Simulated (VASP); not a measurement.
A run of VASP 6.6.1 is set up as follows.

INCAR

```
SYSTEM = TiSn3O8
PREC = Accurate
ENCUT = 520
EDIFF = 1E-6
ISMEAR = 0
SIGMA = 0.1
LREAL = .False.
LASPH = .True.
NELM = 80
ALGO = Normal
ISIF = 2
LWAVE = .False.
LCHARG = .False.
GGA = PE
NBANDS = 63
```

File KPOINTS:

```
Automatic mesh
0
Gamma
  4 4 2
  0 0 0
```

POSCAR

```
TiSn3O8
1.0
    3.3756637786     -3.3817048392      0.0000000000
    3.3756637786      3.3817048392      0.0000000000
    0.0000000000      0.0000000000      6.3602747042
Ti Sn O
1 3 8
Direct
    0.0000000000      0.0000000000      0.5000000000
    0.5000000000      0.5000000000      0.7452924662
    0.5000000000      0.5000000000      0.2547075338
    0.0000000000      0.0000000000      0.0000000000
    0.3061770374      0.3061770374      0.0000000000
    0.2969675160      0.2969675160      0.5000000000
    0.1896142717      0.8103857283      0.7383647090
    0.1896142717      0.8103857283      0.2616352910
    0.8103857283      0.1896142717      0.7383647090
    0.8103857283      0.1896142717      0.2616352910
    0.6938229626      0.6938229626      0.0000000000
    0.7030324840      0.7030324840      0.5000000000
```

Potentials or basis: VASP PAW PBE potentials, release 64 (Ti_sv, Sn_d, O).

Launch:

```bash
$ cat potpaw_PBE.64/Ti_sv/POTCAR potpaw_PBE.64/Sn_d/POTCAR potpaw_PBE.64/O/POTCAR > POTCAR
$ mpirun -np 1 vasp_std > vasp.out
```

(1) Predict the largest force.

(2) What does it give for the pressure?

Answers

(1) 0.037 eV/Å.

(2) 0.6 GPa.

Caveat: the k points lie up to 0.49 Å⁻¹ apart.
